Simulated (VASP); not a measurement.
# NiO (P1) in VASP: single point with PBE

Aim: the single point of NiO with PBE.

Program: VASP 6.6.1. These are calculated values, not measurements. Logs are shortened: lines on timing, memory, paths and dates and some standing lists are left out, and cuts for length are marked.

## Step 1: The cell of the first run

The typed cell holds 8 atoms: a = 5.014 Å, b = 5.014 Å, c = 5.014 Å, α = 90.00°, β = 90.00°, γ = 90.00°.

## Step 2: Single point, PBE, collinear spin, ferrimagnetic start

File INCAR:

```
ALGO = Normal ; EDIFF = 1E-6
ENCUT = 600 ; GGA = PE
GGA_COMPAT = False ; ISIF = 2
ISMEAR = -1 ; ISPIN = 2
ISYM = 0 ; LASPH = True
LCHARG = True ; LELF = True
LMAXMIX = 4 ; LORBIT = 11
LREAL = False ; LVHAR = True
LWAVE = False ; MAGMOM = 1.6 1.58 -1.41 1.6 0.21 0.31 0.23 0.22
NBANDS = 46 ; NELM = 200
PREC = Accurate ; SIGMA = 0.1
```

File KPOINTS:

```
k-points
0
Gamma
  2 2 2
```

File POSCAR:

```
NiO
1.0
    5.0144878160      0.0000000000      0.0000000000
    0.0000000000      5.0144878160      0.0000000000
    0.0000000000      0.0000000000      5.0144878160
Ni O
4 4
Direct
    0.0054463800     -0.0021965700      0.0011203940
   -0.0015630520      0.4960270550      0.5045961420
    0.5022460510      0.0051151990      0.4963481670
    0.4993424430      0.5000526680     -0.0016770130
    0.2532837990      0.2447088760      0.2545307430
    0.2506929680      0.7469555510      0.7548269270
    0.7505526660      0.2480181860      0.7554958130
    0.7483462830      0.7513898780      0.2544707860
```

Potentials or basis: VASP PAW PBE potentials, release 64 (Ni, O).

Run with:

```bash
$ cat potpaw_PBE.64/Ni/POTCAR potpaw_PBE.64/O/POTCAR > POTCAR
$ mpirun -np 1 vasp_std > vasp.out
```

OUTCAR:

```text
EDIFF = 1E-6
   ENCUT = 600
   GGA = PE
   ISIF = 2
   ISMEAR = -1
   ISPIN = 2
   ISYM = 0
   LASPH = True
   LORBIT = 11
   LREAL = False
   NELM = 200
   PREC = Accurate

 ion  position               nearest neighbor table
   1  0.005  0.998  0.001-   6 2.15   5 2.17   7 2.17   8 2.19
   2  0.998  0.496  0.505-   7 2.16   6 2.18   8 2.19   5 2.19
   3  0.502  0.005  0.496-   5 2.11   8 2.15   7 2.17   6 2.22
   4  0.499  0.500  0.998-   6 2.14   7 2.16   8 2.19   5 2.19
   5  0.253  0.245  0.255-   3 2.11   1 2.17   2 2.19   4 2.19
   6  0.251  0.747  0.755-   4 2.14   1 2.15   2 2.18   3 2.22
   7  0.751  0.248  0.755-   4 2.16   2 2.16   3 2.17   1 2.17
   8  0.748  0.751  0.254-   3 2.15   2 2.19   4 2.19   1 2.19

IMPORTANT INFORMATION: All symmetrisations will be switched off!
NOSYMM: (Re-)initialisation of all symmetry stuff for point group C_1.

----------------------------------------------------------------------------------------

                                     Primitive cell

  volume of cell :     126.0897

  direct lattice vectors                    reciprocal lattice vectors
     5.014487816  0.000000000  0.000000000     0.199422162  0.000000000  0.000000000
     0.000000000  5.014487816  0.000000000     0.000000000  0.199422162  0.000000000
     0.000000000  0.000000000  5.014487816     0.000000000  0.000000000  0.199422162

  length of vectors
     5.014487816  5.014487816  5.014487816     0.199422162  0.199422162  0.199422162

  position of ions in fractional coordinates (direct lattice)
     0.005446380  0.997803430  0.001120394
     0.998436948  0.496027055  0.504596142
     0.502246051  0.005115199  0.496348167
     0.499342443  0.500052668  0.998322987
     0.253283799  0.244708876  0.254530743
     0.250692968  0.746955551  0.754826927
     0.750552666  0.248018186  0.755495813
     0.748346283  0.751389878  0.254470786

  ion indices of the primitive-cell ions
   primitive index   ion index
                 1           1
                 2           2
                 3           3
                 4           4
                 5           5
                 6           6
                 7           7
                 8           8

----------------------------------------------------------------------------------------

 KPOINTS: k-points

Automatic generation of k-mesh.
 Grid dimensions read from file:
 generate k-points for:    2    2    2

 Generating k-lattice:

  Cartesian coordinates                     Fractional coordinates (reciprocal lattice)
     0.099711081  0.000000000  0.000000000     0.500000000  0.000000000  0.000000000
     0.000000000  0.099711081  0.000000000     0.000000000  0.500000000  0.000000000
     0.000000000  0.000000000  0.099711081     0.000000000  0.000000000  0.500000000

  Length of vectors
     0.099711081  0.099711081  0.099711081

  Shift w.r.t. Gamma in fractional coordinates (k-lattice)
     0.000000000  0.000000000  0.000000000

 Subroutine IBZKPT returns following result:
 ===========================================

 Found      8 irreducible k-points:

 Following reciprocal coordinates:
            Coordinates               Weight
  0.000000  0.000000  0.000000      1.000000
  0.500000  0.000000  0.000000      1.000000
  0.000000  0.500000  0.000000      1.000000
  0.000000  0.000000  0.500000      1.000000
  0.500000  0.500000  0.000000      1.000000
  0.000000  0.500000  0.500000      1.000000
  0.500000  0.000000  0.500000      1.000000
  0.500000  0.500000  0.500000      1.000000
   k-points           NKPTS =      8   k-points in BZ     NKDIM =      8   number of bands    NBANDS=     46
   number of dos      NEDOS =    301   number of ions     NIONS =      8
   total plane-waves  NPLWV =  64000
   dimension x,y,z NGX =    40 NGY =   40 NGZ =   40
   dimension x,y,z NGXF=    80 NGYF=   80 NGZF=   80
   ions per type =               4   4
   NGX,Y,Z   is equivalent  to a cutoff of  13.26, 13.26, 13.26 a.u.
   NGXF,Y,Z  is equivalent  to a cutoff of  26.52, 26.52, 26.52 a.u.
 SYSTEM =  unknown system
   PREC   = accura    normal or accurate (medium, high low for compatibility)
   ISTART =      0    job   : 0-new  1-cont  2-samecut
   ICHARG =      2    charge: 1-file 2-atom 10-const
   ISPIN  =      2    spin polarized calculation?
   LNONCOLLINEAR =      F non collinear calculations
   LSORBIT =      F    spin-orbit coupling
   LASPH  =      T    aspherical Exc in radial PAW
   ENCUT  =  600.0 eV  44.10 Ry    6.64 a.u.  10.02 10.02 10.02*2*pi/ulx,y,z
   NELM   =    200;   NELMIN=  2; NELMDL= -5     # of ELM steps
   EDIFF  = 0.1E-05   stopping-criterion for ELM
   LREAL  =      F    real-space projection
   EDIFFG = 0.1E-04   stopping-criterion for IOM
   NSW    =      0    number of steps for IOM
   IBRION =     -1    ionic relax: 0-MD 1-quasi-New 2-CG
   NFREE  =      0    steps in history (QN), initial steepest desc. (CG)
   ISIF   =      2    stress and relaxation
   ISYM   =      0    0-nonsym 1-usesym 2-fastsym
   POTIM  = 0.5000    time-step for ionic-motion
   TEBEG  =    0.0;   TEEND  =   0.0 temperature during run
   PSTRESS=    0.0 pullay stress
   NELECT =      64.0000    total number of electrons
   NUPDOWN=      -1.0000    fix difference up-down
   EMIN   =  10.00;   EMAX   =-10.00  energy-range for DOS
   EFERMI =   0.00;   METHOD = LEGACY
   ISMEAR =    -1;   SIGMA  =   0.10  broadening in eV -4-tet -1-fermi 0-gaus
   EFERMI_NEDOS =   21; number of points for ismear=-14 and -15
   IALGO  =     38    algorithm
   IMIX   =      4    mixing-type and parameters
     AMIX     =   0.40;   BMIX     =  1.00
     AMIX_MAG =   1.60;   BMIX_MAG =  1.00
  volume/ion in A,a.u.               =      15.76       106.36
  Fermi-wavevector in a.u.,A,eV,Ry     =   1.305895  2.467784 23.202853  1.705362
  Thomas-Fermi vector in A             =   2.436733
   LORBIT       =     11    0 simple, 1 ext, 2 COOP (PROOUT), +10 PAW based schemes
   GGA     = PE    functional components
   LHFCALC =     F    Hartree Fock is set to
   AEXX    =    0.0000 exact exchange contribution
   IVDW    =     0    specifies the selected vdW correction
   LEPSILON=     F    determine dielectric tensor
   LRPA    =     F    only Hartree local field effects (RPA)
 spin polarized calculation
  energy-cutoff  :      600.00
  volume of cell :      126.09
 maximum number of plane-waves:      4224
   NGX = 21   NGY = 21   NGZ = 21

 number of electron      63.9999993 magnetization       3.9417500

 Free energy of the ion-electron system (eV)
  ---------------------------------------------------
  ext. energy  EPLUGINS =         0.00000000
  ---------------------------------------------------
  free energy    TOTEN  =       -42.72364710 eV

  energy without entropy =      -42.34468328  energy(sigma->0) =      -42.53416519

 E-fermi :   2.1835     XC(G=0):  -9.4838

 val. band max:        2.1824228418   @ k =   0.0000   0.0000   0.0000
 cond. band min:       2.2065440251   @ k =   0.0000   0.0000   0.5000
 fundamental gap:      0.0241211833
 Fermi energy:         2.1835127741

 spin component 1

 k-point     1 :       0.0000    0.0000    0.0000
  band No.  band energies     occupation
      1     -15.5666      1.00000
      2     -15.1973      1.00000
      3     -15.1840      1.00000
      4     -15.1241      1.00000
      5      -2.5703      1.00000
      6      -2.5654      1.00000
[... 36 lines left out ...]
     43       9.5635      0.00000
     44      12.3674      0.00000

 k-point     2 :       0.5000    0.0000    0.0000
  band No.  band energies     occupation
      1     -15.3830      1.00000
      2     -15.3615      1.00000
      3     -15.1837      1.00000
      4     -15.1418      1.00000
      5      -2.4415      1.00000
      6      -2.3474      1.00000
[... 274 lines left out ...]
 k-point     8 :       0.5000    0.5000    0.5000
  band No.  band energies     occupation
      1     -15.2935      1.00000
      2     -15.2837      1.00000
      3     -15.2696      1.00000
      4     -15.1976      1.00000
      5      -2.5190      1.00000
      6      -2.4765      1.00000
[... 36 lines left out ...]
     43       8.4393      0.00000
     44       8.4752      0.00000
 Fermi energy:         2.1835127741

 spin component 2

 k-point     1 :       0.0000    0.0000    0.0000
  band No.  band energies     occupation
      1     -15.2274      1.00000
      2     -14.8517      1.00000
      3     -14.8002      1.00000
      4     -14.7746      1.00000
      5      -2.3651      1.00000
      6      -2.2466      1.00000
[... 36 lines left out ...]
     43       9.7583      0.00000
     44      12.4095      0.00000

 k-point     2 :       0.5000    0.0000    0.0000
  band No.  band energies     occupation
      1     -15.0428      1.00000
      2     -15.0047      1.00000
      3     -14.8128      1.00000
      4     -14.7915      1.00000
      5      -2.1789      1.00000
      6      -1.9643      1.00000
[... 274 lines left out ...]
 k-point     8 :       0.5000    0.5000    0.5000
  band No.  band energies     occupation
      1     -14.9690      1.00000
      2     -14.9152      1.00000
      3     -14.8725      1.00000
      4     -14.8677      1.00000
      5      -2.3450      1.00000
      6      -2.2205      1.00000
[... 36 lines left out ...]
     43       8.6599      0.00000
     44       8.7093      0.00000
 [bands above 44 left out]

------------------------ aborting loop because EDIFF is reached ----------------------------------------

  FORCE on cell =-STRESS in cart. coord.  units (eV):
  Direction    XX          YY          ZZ          XY          YZ          ZX
  --------------------------------------------------------------------------------------
  -------------------------------------------------------------------------------------
  Total      -18.3366552    -18.3430885    -18.3596143      0.5118781     -0.0317215     -0.0950440
  in kB     -232.9973378   -233.0790839   -233.2890714      6.5042524     -0.4030735     -1.2076906
  external PRESSURE =    -233.1218310 kB  Pullay stress =       0.0000000 kB

 VOLUME and BASIS-vectors are now :
 -----------------------------------------------------------------------------
  energy-cutoff  :      600.00
  volume of cell :      126.09
      direct lattice vectors                 reciprocal lattice vectors
     5.014487816  0.000000000  0.000000000     0.199422162  0.000000000  0.000000000
     0.000000000  5.014487816  0.000000000     0.000000000  0.199422162  0.000000000
     0.000000000  0.000000000  5.014487816     0.000000000  0.000000000  0.199422162

 POSITION                                       TOTAL-FORCE (eV/Angst)
 -----------------------------------------------------------------------------------
      0.02731      5.00347      0.00562        -0.005210     -0.036874      0.016854
      5.00665      2.48732      2.53029        -0.008053      0.028259      0.116641
      2.51851      0.02565      2.48893         0.031669     -0.037221     -0.045351
      2.50395      2.50751      5.00608         0.004686      0.028683     -0.010971
      1.27009      1.22709      1.27634        -0.002826     -0.033416     -0.035469
      1.25710      3.74560      3.78507        -0.090394     -0.075072      0.058779
      3.76364      1.24368      3.78842         0.078613      0.125190     -0.071123
      3.75257      3.76784      1.27604        -0.008484      0.000452     -0.029361
 -----------------------------------------------------------------------------------
    total drift:                                0.000659     -0.000449     -0.000414

  FREE ENERGIE OF THE ION-ELECTRON SYSTEM (eV)
  ---------------------------------------------------
  free  energy   TOTEN  =       -42.7236471042 eV

  energy  without entropy=      -42.3446832824  energy(sigma->0) =      -42.53416519

 total charge

# of ion       s       p       d       tot
------------------------------------------
    1        0.284   0.247   8.136   8.668
    2        0.280   0.241   8.140   8.661
    3        0.287   0.250   8.132   8.669
    4        0.284   0.247   8.137   8.668
    5        1.560   3.272   0.000   4.831
    6        1.561   3.268   0.000   4.828
    7        1.560   3.270   0.000   4.831
    8        1.561   3.265   0.000   4.826
--------------------------------------------------
tot          7.377  14.060  32.545  53.982

 magnetization (x)

# of ion       s       p       d       tot
------------------------------------------
    1        0.004   0.017   1.420   1.441
    2        0.003   0.016   1.417   1.436
    3       -0.003  -0.014  -1.274  -1.292
    4        0.004   0.017   1.420   1.440
    5        0.006   0.168   0.000   0.174
    6        0.007   0.210   0.000   0.217
    7        0.007   0.200   0.000   0.207
    8        0.006   0.176   0.000   0.181
--------------------------------------------------
tot          0.033   0.790   2.982   3.804
```

Wall time 8.4 min (1 thread of Intel Xeon 8259CL, shared host); peak memory 0.33 GiB.

Results:

* Free energy: -42.7236 eV
* Pressure: -23.3 GPa
* Largest force: 0.164 eV/Å
* Net moment: 3.94 μB per cell
* Site moments: Ni +1.44, -1.29 (each value once); O +0.17, +0.22, +0.21, +0.18 μB
* Valence electrons inside the program's atomic spheres: Ni 8.67, 8.66 (each value once); O 4.83

Forces on the atoms (eV/Å):
```
Ni  -0.005 -0.037  0.017
Ni  -0.008  0.028  0.117
Ni   0.032 -0.037 -0.045
Ni   0.005  0.029 -0.011
O   -0.003 -0.033 -0.035
O   -0.090 -0.075  0.059
O    0.079  0.125 -0.071
O   -0.008  0.000 -0.029
```

Caveat: the k points lie up to 0.63 Å⁻¹ apart; semilocal functionals often make such compounds metallic where correlation or magnetic order opens a gap, which also shifts bond lengths.
